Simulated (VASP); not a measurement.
# SnTe2 (fluorite type) (Fm-3m) in VASP: electric field gradients with PBE

Aim: the electric field gradients of SnTe2 (fluorite type) with PBE.

All numbers are computed with VASP 6.6.1; they aren't measurements. Logs are shortened: lines on timing, memory, paths and dates and some standing lists are left out, and cuts for length are marked.

### Step 1. The cell of the first run

The structure is cubic, space group Fm-3m (No. 225). The conventional cell has a = 7.294 Å, b = 7.294 Å, c = 7.294 Å, α = 90.00°, β = 90.00°, γ = 90.00°. Within 4.2 Å of Sn (site symmetry m-3m) lie 8 Te at 3.16 Å. Te (site symmetry -43m) has 4 Sn at 3.16 Å and 6 Te at 3.65 Å within 4.2 Å.

### Step 2. Electric field gradients, PBE (volume scaled by 0.9405)

File INCAR:

```
SYSTEM = SnTe2
PREC = Accurate
ENCUT = 520
EDIFF = 1E-8
ISMEAR = -1
SIGMA = 0.05
LREAL = .FALSE.
LASPH = .TRUE.
NELM = 60
ALGO = Normal
ISIF = 2
LWAVE = .FALSE.
LCHARG = .FALSE.
GGA = PE
LEFG = .TRUE.
NBANDS = 20
```

File KPOINTS:

```
regular mesh
0
G
  10 10 10
  0 0 0
```

File POSCAR:

```
SnTe2
1.0
    0.0000000000      3.6469208582      3.6469208582
    3.6469208582      0.0000000000      3.6469208582
    3.6469208582      3.6469208582      0.0000000000
Sn Te
1 2
Direct
    0.0000000000      0.0000000000      0.0000000000
    0.2500000000      0.2500000000      0.2500000000
    0.7500000000      0.7500000000      0.7500000000
```

Potentials or basis: VASP PAW PBE potentials, release 64 (Sn_d, Te).

Started as:

```console
cat potpaw_PBE.64/Sn_d/POTCAR potpaw_PBE.64/Te/POTCAR > POTCAR
mpirun -np 1 vasp_std > vasp.out
```

OUTCAR:

```text
SYSTEM = SnTe2
   PREC = Accurate
   ENCUT = 520
   EDIFF = 1E-8
   ISMEAR = -1
   LREAL = .FALSE.
   LASPH = .TRUE.
   NELM = 60
   ISIF = 2
   GGA = PE

 ion  position               nearest neighbor table
   1  0.000  0.000  0.000-   2 3.16   3 3.16   3 3.16   3 3.16   3 3.16   2 3.16   2 3.16   2 3.16

   2  0.250  0.250  0.250-   1 3.16   1 3.16   1 3.16   1 3.16   3 3.65   3 3.65   3 3.65   3 3.65
                             3 3.65   3 3.65
   3  0.750  0.750  0.750-   1 3.16   1 3.16   1 3.16   1 3.16   2 3.65   2 3.65   2 3.65   2 3.65
                             2 3.65   2 3.65

  LATTYP: Found a face centered cubic cell.
 ALAT       =     7.2938417164

  Lattice vectors:

 A1 = (   0.0000000000,   3.6469208582,   3.6469208582)
 A2 = (   3.6469208582,   0.0000000000,   3.6469208582)
 A3 = (   3.6469208582,   3.6469208582,   0.0000000000)

Analysis of symmetry for initial positions (statically):
=====================================================================
 Subroutine PRICEL returns:
 Original cell was already a primitive cell.

 Routine SETGRP: Setting up the symmetry group for a
 face centered cubic supercell.

 Subroutine GETGRP returns: Found 48 space group operations
 (whereof 48 operations were pure point group operations)
 out of a pool of 48 trial point group operations.

The static configuration has the point symmetry O_h .

Analysis of symmetry for dynamics (positions and initial velocities):
=====================================================================
 Subroutine PRICEL returns:
 Original cell was already a primitive cell.

 Routine SETGRP: Setting up the symmetry group for a
 face centered cubic supercell.

 Subroutine GETGRP returns: Found 48 space group operations
 (whereof 48 operations were pure point group operations)
 out of a pool of 48 trial point group operations.

The dynamic configuration has the point symmetry O_h .

 Subroutine INISYM returns: Found 48 space group operations
 (whereof 48 operations are pure point group operations),
 and found     1 'primitive' translations

----------------------------------------------------------------------------------------

                                     Primitive cell

  volume of cell :      97.0083

  direct lattice vectors                    reciprocal lattice vectors
     0.000000000  3.646920858  3.646920858    -0.137101961  0.137101961  0.137101961
     3.646920858  0.000000000  3.646920858     0.137101961 -0.137101961  0.137101961
     3.646920858  3.646920858  0.000000000     0.137101961  0.137101961 -0.137101961

  length of vectors
     5.157524939  5.157524939  5.157524939     0.237467562  0.237467562  0.237467562

  position of ions in fractional coordinates (direct lattice)
     0.000000000  0.000000000  0.000000000
     0.250000000  0.250000000  0.250000000
     0.750000000  0.750000000  0.750000000

  ion indices of the primitive-cell ions
   primitive index   ion index
                 1           1
                 2           2
                 3           3

----------------------------------------------------------------------------------------

 KPOINTS: regular mesh

Automatic generation of k-mesh.
 Grid dimensions read from file:
 generate k-points for:   10   10   10

 Generating k-lattice:

  Cartesian coordinates                     Fractional coordinates (reciprocal lattice)
    -0.013710196  0.013710196  0.013710196     0.100000000  0.000000000  0.000000000
     0.013710196 -0.013710196  0.013710196     0.000000000  0.100000000  0.000000000
     0.013710196  0.013710196 -0.013710196     0.000000000  0.000000000  0.100000000

  Length of vectors
     0.023746756  0.023746756  0.023746756

  Shift w.r.t. Gamma in fractional coordinates (k-lattice)
     0.000000000  0.000000000  0.000000000

 Subroutine IBZKPT returns following result:
 ===========================================

 Found     47 irreducible k-points:

 Following reciprocal coordinates:
            Coordinates               Weight
  0.000000  0.000000  0.000000      1.000000
  0.100000  0.000000  0.000000      8.000000
  0.200000  0.000000  0.000000      8.000000
  0.300000  0.000000  0.000000      8.000000
  0.400000  0.000000  0.000000      8.000000
  0.500000  0.000000  0.000000      4.000000
[... 16 lines left out ...]
  0.300000  0.300000  0.000000      6.000000
  0.400000  0.300000  0.000000     24.000000
 [... further k-points ...]
   k-points           NKPTS =     47   k-points in BZ     NKDIM =     47   number of bands    NBANDS=     20
   number of dos      NEDOS =    301   number of ions     NIONS =      3
   total plane-waves  NPLWV =  64000
   dimension x,y,z NGX =    40 NGY =   40 NGZ =   40
   dimension x,y,z NGXF=    80 NGYF=   80 NGZF=   80
   ions per type =               1   2
   NGX,Y,Z   is equivalent  to a cutoff of  12.89, 12.89, 12.89 a.u.
   NGXF,Y,Z  is equivalent  to a cutoff of  25.79, 25.79, 25.79 a.u.
 SYSTEM =  SnTe2
   PREC   = accura    normal or accurate (medium, high low for compatibility)
   ISTART =      0    job   : 0-new  1-cont  2-samecut
   ICHARG =      2    charge: 1-file 2-atom 10-const
   ISPIN  =      1    spin polarized calculation?
   LNONCOLLINEAR =      F non collinear calculations
   LSORBIT =      F    spin-orbit coupling
   LASPH  =      T    aspherical Exc in radial PAW
   ENCUT  =  520.0 eV  38.22 Ry    6.18 a.u.   9.59  9.59  9.59*2*pi/ulx,y,z
   NELM   =     60;   NELMIN=  2; NELMDL= -5     # of ELM steps
   EDIFF  = 0.1E-07   stopping-criterion for ELM
   LREAL  =      F    real-space projection
   EDIFFG = 0.1E-06   stopping-criterion for IOM
   NSW    =      0    number of steps for IOM
   IBRION =     -1    ionic relax: 0-MD 1-quasi-New 2-CG
   NFREE  =      0    steps in history (QN), initial steepest desc. (CG)
   ISIF   =      2    stress and relaxation
   ISYM   =      2    0-nonsym 1-usesym 2-fastsym
   POTIM  = 0.5000    time-step for ionic-motion
   TEBEG  =    0.0;   TEEND  =   0.0 temperature during run
   PSTRESS=    0.0 pullay stress
   NELECT =      26.0000    total number of electrons
   NUPDOWN=      -1.0000    fix difference up-down
   EMIN   =  10.00;   EMAX   =-10.00  energy-range for DOS
   EFERMI =   0.00;   METHOD = LEGACY
   ISMEAR =    -1;   SIGMA  =   0.05  broadening in eV -4-tet -1-fermi 0-gaus
   EFERMI_NEDOS =   21; number of points for ismear=-14 and -15
   IALGO  =     38    algorithm
   IMIX   =      4    mixing-type and parameters
     AMIX     =   0.40;   BMIX     =  1.00
     AMIX_MAG =   1.60;   BMIX_MAG =  1.00
  volume/ion in A,a.u.               =      32.34       218.21
  Fermi-wavevector in a.u.,A,eV,Ry     =   1.055511  1.994627 15.158310  1.114104
  Thomas-Fermi vector in A             =   2.190712
   LORBIT       =      0    0 simple, 1 ext, 2 COOP (PROOUT), +10 PAW based schemes
   GGA     = PE    functional components
   LHFCALC =     F    Hartree Fock is set to
   AEXX    =    0.0000 exact exchange contribution
   IVDW    =     0    specifies the selected vdW correction
   LEPSILON=     F    determine dielectric tensor
   LRPA    =     F    only Hartree local field effects (RPA)
 non-spin polarized calculation
  energy-cutoff  :      520.00
  volume of cell :       97.01
 maximum number of plane-waves:      2661
 NGX is ok and might be reduce to    40
   NGX = 19   NGY = 19   NGZ = 19

 number of electron      25.9999992 magnetization

 Free energy of the ion-electron system (eV)
  ---------------------------------------------------
  ext. energy  EPLUGINS =         0.00000000
  ---------------------------------------------------
  free energy    TOTEN  =        -9.71653527 eV

  energy without entropy =       -9.69386342  energy(sigma->0) =       -9.70519935

 E-fermi :   6.0619     XC(G=0):  -9.2703

 val. band max:        6.0467592864   @ k =   0.4000   0.2000   0.1000
 cond. band min:       6.0801525107   @ k =  -0.2000   0.1000   0.0000
 fundamental gap:      0.0333932243
 Fermi energy:         6.0619039848

 k-point     1 :       0.0000    0.0000    0.0000
  band No.  band energies     occupation
      1     -15.2717      2.00000
      2     -15.2717      2.00000
      3     -15.2717      2.00000
      4     -15.2570      2.00000
      5     -15.2570      2.00000
      6      -6.5836      2.00000
[... 12 lines left out ...]
     19      10.7659      0.00000
     20      11.7335      0.00000

 k-point     2 :       0.1000    0.0000    0.0000
  band No.  band energies     occupation
      1     -15.2719      2.00000
      2     -15.2715      2.00000
      3     -15.2715      2.00000
      4     -15.2570      2.00000
      5     -15.2570      2.00000
      6      -6.5180      2.00000
[... 12 lines left out ...]
     19      11.0523      0.00000
     20      12.0498      0.00000

 k-point     3 :       0.2000    0.0000    0.0000
  band No.  band energies     occupation
      1     -15.2726      2.00000
      2     -15.2710      2.00000
      3     -15.2710      2.00000
      4     -15.2570      2.00000
      5     -15.2570      2.00000
      6      -6.3234      2.00000
[... 12 lines left out ...]
     19      11.7963      0.00000
     20      12.7358      0.00000

 k-point     4 :       0.3000    0.0000    0.0000
  band No.  band energies     occupation
      1     -15.2734      2.00000
      2     -15.2704      2.00000
      3     -15.2704      2.00000
      4     -15.2569      2.00000
      5     -15.2569      2.00000
      6      -6.0087      2.00000
[... 12 lines left out ...]
     19      12.7144      0.00000
     20      12.7144      0.00000

 k-point     5 :       0.4000    0.0000    0.0000
  band No.  band energies     occupation
      1     -15.2741      2.00000
      2     -15.2700      2.00000
      3     -15.2700      2.00000
      4     -15.2569      2.00000
      5     -15.2569      2.00000
      6      -5.5932      2.00000
[... 12 lines left out ...]
     19      12.8017      0.00000
     20      12.8017      0.00000
[... 353 lines left out ...]
      6      -5.5502      2.00000
[... 12 lines left out ...]
     19      13.2459      0.00000
     20      14.1357      0.00000

 k-point    22 :      -0.2000    0.2000    0.0000
  band No.  band energies     occupation
      1     -15.2731      2.00000
      2     -15.2707      2.00000
      3     -15.2703      2.00000
      4     -15.2571      2.00000
      5     -15.2568      2.00000
      6      -5.9130      2.00000
[... 12 lines left out ...]
     19      12.3384      0.00000
     20      13.6474      0.00000

 k-point    23 :       0.3000    0.3000    0.0000
  band No.  band energies     occupation
      1     -15.2755      2.00000
      2     -15.2691      2.00000
      3     -15.2691      2.00000
      4     -15.2576      2.00000
      5     -15.2564      2.00000
      6      -5.8676      2.00000
[... 12 lines left out ...]
     19      12.9646      0.00000
     20      13.4909      0.00000

 k-point    24 :       0.4000    0.3000    0.0000
  band No.  band energies     occupation
      1     -15.2759      2.00000
      2     -15.2689      2.00000
      3     -15.2687      2.00000
      4     -15.2577      2.00000
      5     -15.2563      2.00000
      6      -5.6184      2.00000
[... 12 lines left out ...]
     19      12.3217      0.00000
     20      13.7801      0.00000

 [... further k-points ...]
[... 5 lines left out ...]
  --------------------------------------------------------------------------------------
  -------------------------------------------------------------------------------------
  Total        1.5657082      1.5657082      1.5657082     -0.0000000     -0.0000000      0.0000000
  in kB       25.8590406     25.8590406     25.8590406     -0.0000000     -0.0000000      0.0000000
  external PRESSURE =      25.8590406 kB  Pullay stress =       0.0000000 kB

 VOLUME and BASIS-vectors are now :
 -----------------------------------------------------------------------------
  energy-cutoff  :      520.00
  volume of cell :       97.01
      direct lattice vectors                 reciprocal lattice vectors
     0.000000000  3.646920858  3.646920858    -0.137101961  0.137101961  0.137101961
     3.646920858  0.000000000  3.646920858     0.137101961 -0.137101961  0.137101961
     3.646920858  3.646920858  0.000000000     0.137101961  0.137101961 -0.137101961

 POSITION                                       TOTAL-FORCE (eV/Angst)
 -----------------------------------------------------------------------------------
      0.00000      0.00000      0.00000         0.000000      0.000000     -0.000000
      1.82346      1.82346      1.82346        -0.000000     -0.000000      0.000000
      5.47038      5.47038      5.47038         0.000000      0.000000     -0.000000
 -----------------------------------------------------------------------------------
    total drift:                               -0.000000      0.000000      0.000000

  FREE ENERGIE OF THE ION-ELECTRON SYSTEM (eV)
  ---------------------------------------------------
  free  energy   TOTEN  =        -9.7165352714 eV

  energy  without entropy=       -9.6938634248  energy(sigma->0) =       -9.70519935

 Electric field gradients (V/A^2)
---------------------------------------------------------------------
 ion       V_xx      V_yy      V_zz      V_xy      V_xz      V_yz
---------------------------------------------------------------------
   1      -0.000     0.000    -0.000     0.001     0.001     0.001
   2       0.000     0.000    -0.000    -0.000    -0.000    -0.000
   3      -0.000     0.000    -0.000    -0.000    -0.000    -0.000
---------------------------------------------------------------------

 Electric field gradients after diagonalization (V/A^2)
 (convention: |V_zz| > |V_xx| > |V_yy|)
----------------------------------------------------------------------
 ion       V_xx      V_yy      V_zz     asymmetry (V_yy - V_xx)/ V_zz
----------------------------------------------------------------------
   1      -0.001    -0.001     0.003       0.000
   2       0.000     0.000    -0.000       0.000
   3       0.000     0.000    -0.000       0.000
----------------------------------------------------------------------

           NMR quadrupolar parameters

 Cq : quadrupolar parameter    Cq=e*Q*V_zz/h
 eta: asymmetry parameters     (V_yy - V_xx)/ V_zz
 Q  : nuclear electric quadrupole moment in mb (millibarn)
----------------------------------------------------------------------
 ion       Cq(MHz)       eta       Q (mb)
----------------------------------------------------------------------
   1       0.000       0.000       1.000
   2      -0.000       0.000       1.000
   3      -0.000       0.000       1.000
----------------------------------------------------------------------
```

It took 2.9 min on 1 thread of Intel Xeon 8259CL, shared host; peak memory 0.29 GiB.

What came out:

```yaml
Free_energy: -9.7165 eV
Pressure: 2.6 GPa
Band_gap_on_the_k_mesh: zero (band 13 reaches 6.78 eV, above the bottom of band 14 at 4.56 eV)
```

Caveat: without QUAD_EFG the Cq values of the log hold for a quadrupole moment of 1 mb, not for the nuclei; spin-orbit coupling is left out, which moves the levels of the heavy elements.
